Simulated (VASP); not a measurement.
# C (a cell with a defect) in VASP: single point with PBE+D3(BJ)

Aim: the single point of C (a cell with a defect) with PBE+D3(BJ).

Program: VASP 6.6.1. These are calculated values, not measurements. Logs are shortened: lines on timing, memory, paths and dates and some standing lists are left out, and cuts for length are marked.

## Step 1: The cell of the first run

The cell holds a defect, 33 atoms: a = 6.522 Å, b = 6.522 Å, c = 6.799 Å, α = 90.00°, β = 90.00°, γ = 98.24°.

## Step 2: Single point, PBE+D3(BJ) (with an interstitial atom, then relaxed in part)

INCAR reads:

```
PREC = Accurate ; ENCUT = 520
EDIFF = 1E-6 ; ISMEAR = 0
SIGMA = 0.1 ; LREAL = Auto
LASPH = T ; NELM = 80
ALGO = Normal ; ISIF = 2
LWAVE = F ; LCHARG = F
GGA = PE ; IVDW = 12
NBANDS = 88
```

KPOINTS reads:

```
Automatic mesh
0
Gamma
  4 4 4
  0.5 0.5 0.5
```

POSCAR reads:

```
C
1.0
   -4.9310759936     -4.2682922371      0.0000000000
    4.9310759936     -4.2682922371      0.0000000000
    0.0000000000      0.0000000000      6.7989836733
C
33
Direct
    0.4172433847      0.1662450939      0.7323034422
    0.0487340615      0.0430701727      0.7308744649
    0.6611893760      0.9114262361      0.7573607200
    0.5424615757      0.5406868826      0.7309754363
    0.1688971892      0.4191881099      0.7351398198
    0.7926938275      0.2990976789      0.7307925480
    0.2903694021      0.7928091093      0.7311112687
    0.9158771909      0.6675184785      0.7321190067
    0.6670499015      0.4160970584      0.2679824755
    0.2921222248      0.2911267787      0.2649413365
    0.9177142934      0.1668709272      0.2783261079
    0.7914628508      0.7908169339      0.2751410770
    0.4168287431      0.6660164833      0.2681628478
    0.0419132767      0.5412930855      0.2649468742
    0.5416485607      0.0406764166      0.2751229810
    0.1669212259      0.9162355644      0.2680561353
    0.8335897114      0.5829150495      0.2680167386
    0.4587010280      0.4577087918      0.2648554478
    0.0837995557      0.3330050918      0.2683274590
    0.9590249970      0.9583640653      0.2752189927
    0.5829948566      0.8321318610      0.2780850460
    0.2085356126      0.7079159478      0.2649029402
    0.7091540969      0.2081957749      0.2751946651
    0.3337306384      0.0827674246      0.2680082944
    0.5855969411      0.3346375876      0.7322208337
    0.2111469618      0.2093803687      0.7312486077
    0.8402638854      0.0906666360      0.7577720543
    0.7088055514      0.7030618295      0.7304248918
    0.3326401712      0.5829632938      0.7350109140
    0.9590244515      0.4614341599      0.7311123638
    0.4527927118      0.9591556716      0.7307223369
    0.0843147449      0.8359546398      0.7322644254
    0.7508516773      0.0003345893     -0.0526784672
```

Potentials or basis: VASP PAW PBE potentials, release 64 (C).

On the command line:

```sh
cat potpaw_PBE.64/C/POTCAR > POTCAR
mpirun -np 1 vasp_std > vasp.out
```

OUTCAR:

```text
PREC = Accurate
   ENCUT = 520
   EDIFF = 1E-6
   ISMEAR = 0
   LREAL = Auto
   LASPH = T
   NELM = 80
   ISIF = 2
   GGA = PE
   IVDW = 12
 IVDW          = 12

 ion  position               nearest neighbor table
   1  0.417  0.166  0.732-  31 1.40  26 1.41  25 1.44
   2  0.049  0.043  0.731-  32 1.40  26 1.40  27 1.45
   3  0.661  0.911  0.757-  28 1.45  31 1.45  33 1.50  27 1.53
   4  0.542  0.541  0.731-  28 1.40  25 1.41  29 1.43
   5  0.169  0.419  0.735-  29 1.40  26 1.43  30 1.43
   6  0.793  0.299  0.731-  25 1.40  30 1.40  27 1.45
   7  0.290  0.793  0.731-  31 1.40  32 1.41  29 1.43
   8  0.916  0.668  0.732-  28 1.40  30 1.41  32 1.44
   9  0.667  0.416  0.268-  23 1.42  17 1.42  18 1.42
[... 15 lines left out ...]
  25  0.586  0.335  0.732-   6 1.40   4 1.41   1 1.44
  26  0.211  0.209  0.731-   2 1.40   1 1.41   5 1.43
  27  0.840  0.091  0.758-   6 1.45   2 1.45  33 1.50   3 1.53
  28  0.709  0.703  0.730-   8 1.40   4 1.40   3 1.45
  29  0.333  0.583  0.735-   5 1.40   4 1.43   7 1.43
  30  0.959  0.461  0.731-   6 1.40   8 1.41   5 1.43
  31  0.453  0.959  0.731-   1 1.40   7 1.40   3 1.45
  32  0.084  0.836  0.732-   2 1.40   7 1.41   8 1.44
  33  0.751  0.000  0.947-   3 1.50  27 1.50

  LATTYP: Found a base centered orthorhombic cell.
 ALAT       =     8.5365844742
 B/A-ratio  =     1.1552807820
 C/A-ratio  =     0.7964524563

  Lattice vectors:

 A1 = (  -4.9310759936,  -4.2682922371,   0.0000000000)
 A2 = (   4.9310759936,  -4.2682922371,   0.0000000000)
 A3 = (   0.0000000000,   0.0000000000,   6.7989836733)

Analysis of symmetry for initial positions (statically):
=====================================================================
 Subroutine PRICEL returns:
 Original cell was already a primitive cell.

 Routine SETGRP: Setting up the symmetry group for a
 base centered orthorhombic supercell.

 Subroutine GETGRP returns: Found  1 space group operations
 (whereof  1 operations were pure point group operations)
 out of a pool of  8 trial point group operations.

The static configuration has the point symmetry C_1 .

Analysis of symmetry for dynamics (positions and initial velocities):
=====================================================================
 Subroutine PRICEL returns:
 Original cell was already a primitive cell.

 Routine SETGRP: Setting up the symmetry group for a
 base centered orthorhombic supercell.

 Subroutine GETGRP returns: Found  1 space group operations
 (whereof  1 operations were pure point group operations)
 out of a pool of  8 trial point group operations.

The dynamic configuration has the point symmetry C_1 .

 Subroutine INISYM returns: Found  1 space group operations
 (whereof  1 operations are pure point group operations),
 and found     1 'primitive' translations

----------------------------------------------------------------------------------------

                                     Primitive cell

  volume of cell :     286.2001

  direct lattice vectors                    reciprocal lattice vectors
    -4.931075994 -4.268292237  0.000000000    -0.101397748 -0.117142869  0.000000000
     4.931075994 -4.268292237  0.000000000     0.101397748 -0.117142869  0.000000000
     0.000000000  0.000000000  6.798983673     0.000000000  0.000000000  0.147080806

  length of vectors
     6.521796461  6.521796461  6.798983673     0.154932098  0.154932098  0.147080806

  position of ions in fractional coordinates (direct lattice)
     0.417243385  0.166245094  0.732303442
     0.048734061  0.043070173  0.730874465
     0.661189376  0.911426236  0.757360720
     0.542461576  0.540686883  0.730975436
     0.168897189  0.419188110  0.735139820
     0.792693828  0.299097679  0.730792548
[... 25 lines left out ...]
     0.084314745  0.835954640  0.732264425
     0.750851677  0.000334589  0.947321533

  ion indices of the primitive-cell ions
   primitive index   ion index
                 1           1
                 2           2
                 3           3
                 4           4
                 5           5
                 6           6
[... 25 lines left out ...]
                32          32
                33          33

----------------------------------------------------------------------------------------

 KPOINTS: Automatic mesh

Automatic generation of k-mesh.
 Grid dimensions read from file:
 generate k-points for:    4    4    4

 Generating k-lattice:

  Cartesian coordinates                     Fractional coordinates (reciprocal lattice)
    -0.025349437 -0.029285717  0.000000000     0.250000000 -0.000000000  0.000000000
     0.025349437 -0.029285717  0.000000000    -0.000000000  0.250000000  0.000000000
     0.000000000  0.000000000  0.036770202     0.000000000  0.000000000  0.250000000

  Length of vectors
     0.038733025  0.038733025  0.036770202

  Shift w.r.t. Gamma in fractional coordinates (k-lattice)
     0.500000000  0.500000000  0.500000000

 Subroutine IBZKPT returns following result:
 ===========================================

 Found     32 irreducible k-points:

 Following reciprocal coordinates:
            Coordinates               Weight
  0.125000  0.125000  0.125000      2.000000
 -0.125000 -0.125000  0.125000      2.000000
  0.375000  0.125000  0.125000      2.000000
 -0.375000 -0.125000  0.125000      2.000000
  0.125000  0.375000 -0.125000      2.000000
 -0.125000 -0.375000 -0.125000      2.000000
[... 16 lines left out ...]
 -0.375000  0.125000  0.375000      2.000000
  0.375000 -0.125000  0.375000      2.000000
 [... further k-points ...]
   k-points           NKPTS =     32   k-points in BZ     NKDIM =     32   number of bands    NBANDS=     88
   number of dos      NEDOS =    301   number of ions     NIONS =     33
   total plane-waves  NPLWV = 135000
   dimension x,y,z NGX =    50 NGY =   50 NGZ =   54
   dimension x,y,z NGXF=   100 NGYF=  100 NGZF=  108
   ions per type =              33
   NGX,Y,Z   is equivalent  to a cutoff of  12.75, 12.75, 13.20 a.u.
   NGXF,Y,Z  is equivalent  to a cutoff of  25.49, 25.49, 26.41 a.u.
 SYSTEM =  unknown system
   PREC   = accura    normal or accurate (medium, high low for compatibility)
   ISTART =      0    job   : 0-new  1-cont  2-samecut
   ICHARG =      2    charge: 1-file 2-atom 10-const
   ISPIN  =      1    spin polarized calculation?
   LNONCOLLINEAR =      F non collinear calculations
   LSORBIT =      F    spin-orbit coupling
   LASPH  =      T    aspherical Exc in radial PAW
   ENCUT  =  520.0 eV  38.22 Ry    6.18 a.u.  12.13 12.13 12.64*2*pi/ulx,y,z
   NELM   =     80;   NELMIN=  2; NELMDL= -5     # of ELM steps
   EDIFF  = 0.1E-05   stopping-criterion for ELM
   LREAL  =      T    real-space projection
   EDIFFG = 0.1E-04   stopping-criterion for IOM
   NSW    =      0    number of steps for IOM
   IBRION =     -1    ionic relax: 0-MD 1-quasi-New 2-CG
   NFREE  =      0    steps in history (QN), initial steepest desc. (CG)
   ISIF   =      2    stress and relaxation
   ISYM   =      2    0-nonsym 1-usesym 2-fastsym
   POTIM  = 0.5000    time-step for ionic-motion
   TEBEG  =    0.0;   TEEND  =   0.0 temperature during run
   PSTRESS=    0.0 pullay stress
   NELECT =     132.0000    total number of electrons
   NUPDOWN=      -1.0000    fix difference up-down
   EMIN   =  10.00;   EMAX   =-10.00  energy-range for DOS
   EFERMI =   0.00;   METHOD = LEGACY
   ISMEAR =     0;   SIGMA  =   0.10  broadening in eV -4-tet -1-fermi 0-gaus
   EFERMI_NEDOS =   21; number of points for ismear=-14 and -15
   IALGO  =     38    algorithm
   IMIX   =      4    mixing-type and parameters
     AMIX     =   0.40;   BMIX     =  1.00
     AMIX_MAG =   1.60;   BMIX_MAG =  1.00
  volume/ion in A,a.u.               =       8.67        58.53
  Fermi-wavevector in a.u.,A,eV,Ry     =   1.264861  2.390241 21.767604  1.599874
  Thomas-Fermi vector in A             =   2.398144
   LORBIT       =      0    0 simple, 1 ext, 2 COOP (PROOUT), +10 PAW based schemes
   GGA     = PE    functional components
   LHFCALC =     F    Hartree Fock is set to
   AEXX    =    0.0000 exact exchange contribution
   IVDW    =    12    specifies the selected vdW correction
   LEPSILON=     F    determine dielectric tensor
   LRPA    =     F    only Hartree local field effects (RPA)
 non-spin polarized calculation
 Gauss-broadening in eV      SIGMA  =   0.10
  energy-cutoff  :      520.00
  volume of cell :      286.20
 maximum number of plane-waves:      7728
 NGX is ok and might be reduce to    50
   NGX = 25   NGY = 25   NGZ = 25

 number of electron     132.0000000 magnetization

 Free energy of the ion-electron system (eV)
  ---------------------------------------------------
  ext. energy  EPLUGINS =         0.00000000
  ---------------------------------------------------
  free energy    TOTEN  =      -296.81135924 eV

  energy without entropy =     -296.80024415  energy(sigma->0) =     -296.80580169

 E-fermi :   4.7045     XC(G=0): -10.4172

 val. band max:        4.6966940720   @ k =   0.3750  -0.3750   0.3750
 cond. band min:       4.7341641651   @ k =  -0.3750   0.3750   0.1250
 fundamental gap:      0.0374700931
 Fermi energy:         4.7044769037

 k-point     1 :       0.1250    0.1250    0.1250
  band No.  band energies     occupation
      1     -15.2691      2.00000
      2     -14.5588      2.00000
      3     -13.6067      2.00000
      4     -13.0057      2.00000
      5     -12.7450      2.00000
      6     -12.6865      2.00000
[... 70 lines left out ...]
     77       9.3564      0.00000
     78       9.8037      0.00000

 k-point     2 :      -0.1250   -0.1250    0.1250
  band No.  band energies     occupation
      1     -15.2691      2.00000
      2     -14.5588      2.00000
      3     -13.6067      2.00000
      4     -13.0057      2.00000
      5     -12.7450      2.00000
      6     -12.6865      2.00000
[... 70 lines left out ...]
     77       9.3561      0.00000
     78       9.8034      0.00000
[... 1699 lines left out ...]
     77      10.0053      0.00000
     78      10.1542      0.00000

 k-point    24 :       0.3750   -0.1250    0.3750
  band No.  band energies     occupation
      1     -15.0800      2.00000
      2     -14.3214      2.00000
      3     -13.9660      2.00000
      4     -13.5730      2.00000
      5     -12.8985      2.00000
      6     -12.2889      2.00000
[... 70 lines left out ...]
     77      10.0047      0.00000
     78      10.1539      0.00000

 [... further k-points ...]

 [bands above 78 left out]

------------------------ aborting loop because EDIFF is reached ----------------------------------------

 Edisp (eV)   -5.17785

 E8    (eV) :    -1.4699

  FORCE on cell =-STRESS in cart. coord.  units (eV):
  Direction    XX          YY          ZZ          XY          YZ          ZX
  --------------------------------------------------------------------------------------
  -------------------------------------------------------------------------------------
  Total       8.21344     8.65260     6.71282    -0.00529    -0.02606    -0.02427
  in kB      45.97970    48.43815    37.57903    -0.02964    -0.14588    -0.13587
  external pressure =       44.00 kB  Pullay stress =        0.00 kB

 VOLUME and BASIS-vectors are now :
 -----------------------------------------------------------------------------
  energy-cutoff  :      520.00
  volume of cell :      286.20
      direct lattice vectors                 reciprocal lattice vectors
    -4.931075994 -4.268292237  0.000000000    -0.101397748 -0.117142869  0.000000000
     4.931075994 -4.268292237  0.000000000     0.101397748 -0.117142869  0.000000000
     0.000000000  0.000000000  6.798983673     0.000000000  0.000000000  0.147080806

 POSITION                                       TOTAL-FORCE (eV/Angst)
 -----------------------------------------------------------------------------------
     -1.23769     -2.49050      4.97892        -0.001975      0.001751     -0.001727
     -0.02793     -0.39185      4.96920        -0.000849      0.009489     -0.006153
      1.23394     -6.71238      5.14928         0.012066      0.041121     -0.032401
     -0.00875     -4.62319      4.96989         0.005547      0.011917     -0.000588
      1.23420     -2.51012      4.99820         0.007659     -0.008903      0.002543
     -2.43396     -4.66009      4.96865        -0.007032      0.020978      0.000076
[... 25 lines left out ...]
      3.70639     -3.92798      4.97865         0.009132      0.007515     -0.001704
     -3.70086     -3.20628      6.44082         0.004957     -0.006350      0.094091
 -----------------------------------------------------------------------------------
    total drift:                                0.008370      0.027648      0.003288

  FREE ENERGIE OF THE ION-ELECTRON SYSTEM (eV)
  ---------------------------------------------------
  free  energy   TOTEN  =      -301.9892095690 eV

  energy  without entropy=     -301.9780944707  energy(sigma->0) =     -301.98365202
```

It took 11 min on 1 thread of Intel Xeon 6975P-C (Granite Rapids), shared host; peak memory 0.63 GiB.

What came out:

```
Free energy                : -301.9892 eV
Pressure                   : 4.4 GPa
Largest force              : 0.094 eV/Å
Band gap on the k mesh     : zero (bands 66 and 67 overlap by 0.04 eV)
Dispersion energy per atom : -0.157 eV
```

Forces on the atoms (eV/Å):
```
C   -0.002  0.002 -0.002
C   -0.001  0.009 -0.006
C    0.012  0.041 -0.032
C    0.006  0.012 -0.001
C    0.008 -0.009  0.003
C   -0.007  0.021  0.000
C   -0.007  0.007 -0.004
C   -0.002 -0.010 -0.001
C   -0.002  0.001  0.002
C   -0.003  0.004 -0.006
C   -0.002  0.006  0.001
C   -0.007 -0.007  0.002
C    0.004 -0.008  0.003
C    0.003 -0.010 -0.004
C   -0.004  0.009  0.002
C   -0.001  0.000 -0.002
C    0.001 -0.003  0.000
C   -0.007 -0.005 -0.004
C   -0.010  0.000  0.002
C    0.001  0.004  0.007
C    0.017  0.007  0.000
C    0.001  0.010 -0.004
C   -0.007 -0.016 -0.002
C    0.006 -0.008  0.003
C   -0.013 -0.001 -0.001
C    0.009  0.009 -0.001
C   -0.004 -0.054 -0.034
C   -0.001 -0.002 -0.005
C    0.003  0.008  0.001
C   -0.003 -0.013 -0.001
C   -0.001 -0.005 -0.006
C    0.009  0.008 -0.002
C    0.005 -0.006  0.094
```

Stress tensor (GPa, compression positive):
```
 4.60  0.00 -0.01
 0.00  4.84 -0.01
-0.01 -0.01  3.76
```

Caveat: the cell differs from its parent crystal (with an interstitial atom, then relaxed in part).

The gap in the log of VASP goes by the Fermi energy; the results here count the filled bands.